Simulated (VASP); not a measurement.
A run of VASP 6.6.1:

POSCAR

```
Sb3Au
1.0
   -3.0343770000      3.0343770000      3.0343770000
    3.0343770000     -3.0343770000      3.0343770000
    3.0343770000      3.0343770000     -3.0343770000
Sb Au
3 1
Direct
    0.0000000000      0.5000000000      0.5000000000
    0.5000000000      0.0000000000      0.5000000000
    0.5000000000      0.5000000000      0.0000000000
    0.0000000000      0.0000000000      0.0000000000
```

File INCAR.step1:

```
SYSTEM = Sb3Au
  ALGO = Normal
  EDIFF = 1E-4
  ENCUT = 520
  GGA = PE
  ISMEAR = -1
  LASPH = .TRUE.
  LCHARG = .FALSE.
  LREAL = .FALSE.
  LWAVE = .TRUE.
  NBANDS = 21
  NELM = 60
  PREC = Accurate
  SIGMA = 0.1132
```

Contents of INCAR.step2:

```
SYSTEM = Sb3Au
  ALGO = Normal
  EDIFF = 1E-6
  ENCUT = 520
  ISIF = 2
  ISMEAR = -1
  ISTART = 1
  LASPH = .TRUE.
  LCHARG = .TRUE.
  LELF = .TRUE.
  LMIXTAU = .TRUE.
  LREAL = .FALSE.
  LVHAR = .TRUE.
  LWAVE = .FALSE.
  METAGGA = R2SCAN
  NBANDS = 21
  NELM = 60
  PREC = Accurate
  SIGMA = 0.1132
```

KPOINTS

```
k-points
0
G
  8 8 8
  0 0 0
```

Potentials or basis: VASP PAW PBE potentials, release 64 (Sb, Au).

The run is started by

```bash
$ cat potpaw_PBE.64/Sb/POTCAR potpaw_PBE.64/Au/POTCAR > POTCAR
$ cp INCAR.step1 INCAR
$ mpirun -np 1 vasp_std > vasp.out
$ cp INCAR.step2 INCAR
$ mpirun -np 1 vasp_std > vasp.out
```

Hardware: 1 thread of Intel Xeon 8259CL (shared host).

**Question.** Estimate the wall time of this run.

**Answer.** Wall time 5.6 min on 1 thread of Intel Xeon 8259CL (shared host), peak memory 0.29 GiB. Counts: k points 29.
